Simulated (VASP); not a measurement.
A run of VASP 6.6.1 is set up as follows.

POSCAR

```
KTaO3
1.0
    4.2874225000      0.0000000000      0.0000000000
    0.0000000000      3.9883000000      0.0000000000
    0.0000000000      0.0000000000      3.9883000000
K Ta O
1 1 3
Direct
    0.5000000000      0.5000000000      0.5000000000
    0.0000000000      0.0000000000      0.0000000000
    0.5000000000      0.0000000000      0.0000000000
    0.0000000000      0.5000000000      0.0000000000
    0.0000000000      0.0000000000      0.5000000000
```

Contents of INCAR.step1:

```
SYSTEM = KTaO3
ALGO = Normal
EDIFF = 1E-4
ENCUT = 520
GGA = PE
ISMEAR = 0
LASPH = .TRUE.
LCHARG = .FALSE.
LREAL = .FALSE.
LWAVE = .TRUE.
NBANDS = 27
NELM = 80
PREC = Accurate
SIGMA = 0.05
```

Contents of INCAR.step2:

```
SYSTEM = KTaO3
ALGO = Normal
EDIFF = 1E-6
ENCUT = 520
ISIF = 2
ISMEAR = 0
ISTART = 1
LASPH = .TRUE.
LCHARG = .TRUE.
LELF = .TRUE.
LMIXTAU = .TRUE.
LREAL = .FALSE.
LVHAR = .TRUE.
LWAVE = .FALSE.
METAGGA = R2SCAN
NBANDS = 27
NELM = 80
PREC = Accurate
SIGMA = 0.05
```

Contents of KPOINTS:

```
k-points
0
G
  6 6 6
  0 0 0
```

Potentials or basis: VASP PAW PBE potentials, release 64 (K_sv, Ta_pv, O).

The run is started by

```sh
$ cat potpaw_PBE.64/K_sv/POTCAR potpaw_PBE.64/Ta_pv/POTCAR potpaw_PBE.64/O/POTCAR > POTCAR
$ cp INCAR.step1 INCAR
$ mpirun -np 1 vasp_std > vasp.out
$ cp INCAR.step2 INCAR
$ mpirun -np 1 vasp_std > vasp.out
```

Question: Estimate the band gap on the k mesh.

Answer: 2.30 eV, indirect (least direct gap 2.83 eV).

Question: What does it give for the pressure?

Answer: -10.4 GPa.

Stress tensor (GPa, compression positive):
```
-22.81   0.00   0.00
  0.00  -4.13   0.00
  0.00   0.00  -4.13
```

Caveat: the cell differs from its parent crystal (strain +0.0750 x Voigt [1, 0, 0, 0, 0, 0]); the PAW data sets were made with another functional, which shifts forces and pressure a little; spin-orbit coupling is left out, which moves the levels of the heavy elements. A k mesh can miss the band edges.
